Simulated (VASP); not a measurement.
# Ga2H3N2: single point with PBE

The system is Ga2H3N2, a wire with vacuum.

```
Ga N H
1.0
    18.00000    0.00000    0.00000
     0.00000   18.80000    0.00000
     0.00000    0.00000    3.26307
Ga N H
8 8 12
Direct
  0.50000 0.70421 0.00000
  0.50000 0.46549 0.00000
  0.40908 0.58591 0.50000
  0.40849 0.34612 0.50000
  0.59092 0.58591 0.50000
  0.59151 0.34612 0.50000
  0.31703 0.46977 0.00000
  0.68297 0.46977 0.00000
  0.50000 0.63820 0.50000
  0.50000 0.39574 0.50000
  0.58978 0.51828 0.00000
  0.59997 0.28107 0.00000
  0.41022 0.51828 0.00000
  0.40003 0.28107 0.00000
  0.32204 0.40323 0.50000
  0.67796 0.40323 0.50000
  0.57683 0.74407 0.00000
  0.42317 0.74407 0.00000
  0.33094 0.62215 0.50000
  0.56303 0.23968 0.00000
  0.65147 0.25779 0.00000
  0.66906 0.62215 0.50000
  0.43697 0.23968 0.00000
  0.34853 0.25779 0.00000
  0.23891 0.50477 0.00000
  0.76109 0.50477 0.00000
  0.27395 0.37390 0.50000
  0.72605 0.37390 0.50000
```

```
Program                : VASP 6.6.1
Task                   : single point
Functional             : PBE
Potentials or basis    : VASP PAW PBE potentials, release 64 (Ga_d, N, H)
Cutoff                 : 520 eV
k mesh                 : 1 × 1 × 10
Occupations            : gaussian, width 0.05 eV
Spin                   : no spin polarisation
Dipole correction      : no
Further INCAR settings : LREAL = Auto; ALGO = Normal; EDIFF = 1e-06; NBANDS = 98
```

The largest force is 0.045 eV/Å. The band gap on the k mesh is 0.61 eV.

Forces in eV/Å, atoms in the order of the input:
```
Ga   0.000  0.042  0.000
Ga   0.000  0.030  0.000
Ga  -0.029  0.034  0.000
Ga   0.003  0.030  0.000
Ga   0.029  0.034  0.000
Ga  -0.003  0.030  0.000
Ga  -0.026  0.036  0.000
Ga   0.026  0.036  0.000
N    0.000 -0.021  0.000
N    0.000 -0.033  0.000
N   -0.005 -0.025  0.000
N    0.006 -0.029  0.000
N    0.005 -0.025  0.000
N   -0.006 -0.029  0.000
N    0.004 -0.028  0.000
N   -0.004 -0.028  0.000
H   -0.017 -0.011  0.000
H    0.017 -0.011  0.000
H    0.020 -0.012  0.000
H   -0.010  0.004  0.000
H    0.007  0.007  0.000
H   -0.020 -0.012  0.000
H    0.010  0.004  0.000
H   -0.007  0.007  0.000
H    0.022 -0.014  0.000
H   -0.022 -0.014  0.000
H   -0.008 -0.001  0.000
H    0.008 -0.001  0.000
```

Levels at points of the mesh, in eV from the valence-band top:
| k point | band 76 | band 77 | band 78 | band 79 | band 80 | band 81 |
| --- | --- | --- | --- | --- | --- | --- |
| (0.00, 0.00, 0.00) | -0.35 | -0.22 | 0.00 | 0.61 | 1.50 | 2.16 |
| (0.00, 0.00, 0.50) | -0.86 | -0.76 | -0.24 | 3.03 | 3.21 | 3.34 |

It took 19 min on 1 thread of Intel(R) Xeon(R) Platinum 8488C (Sapphire Rapids), on a shared host, peak memory 1.1 GiB.

Caveat: semilocal functionals underestimate gaps, and a narrow one can read as zero.
